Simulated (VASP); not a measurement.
A run of VASP 6.6.1:

Contents of INCAR:

```
PREC = Accurate ; ENCUT = 520
EDIFF = 1E-6 ; ISMEAR = -1
SIGMA = 0.1 ; LREAL = F
LASPH = T ; NELM = 80
ALGO = Normal ; ISIF = 2
LWAVE = F ; LCHARG = T
GGA = PS ; LELF = T
LVHAR = T ; NBANDS = 12
```

The input KPOINTS:

```
Automatic mesh
0
Gamma
  11 11 11
```

Contents of POSCAR:

```
Sb
1.0
    0.0000000000      3.4165009618      3.4165009618
    3.4165009618      0.0000000000      3.4165009618
    3.4165009618      3.4165009618      0.0000000000
Sb
2
Direct
    0.0000000000      0.0000000000      0.0000000000
    0.2500000000      0.2500000000      0.2500000000
```

Potentials or basis: VASP PAW PBE potentials, release 64 (Sb).

The run is started by

```sh
$ cat potpaw_PBE.64/Sb/POTCAR > POTCAR
$ mpirun -np 1 vasp_std > vasp.out
```

Hardware: 1 thread of Intel(R) Xeon(R) Platinum 8259CL CPU @ 2.50GHz (Skylake/Cascade Lake), on a shared host.

Estimate the wall time of this run.

Run time: 30 s on 1 thread of Intel(R) Xeon(R) Platinum 8259CL CPU @ 2.50GHz (Skylake/Cascade Lake), on a shared host, peak memory 0.22 GiB. Counts: scf iterations 11, k points 56.
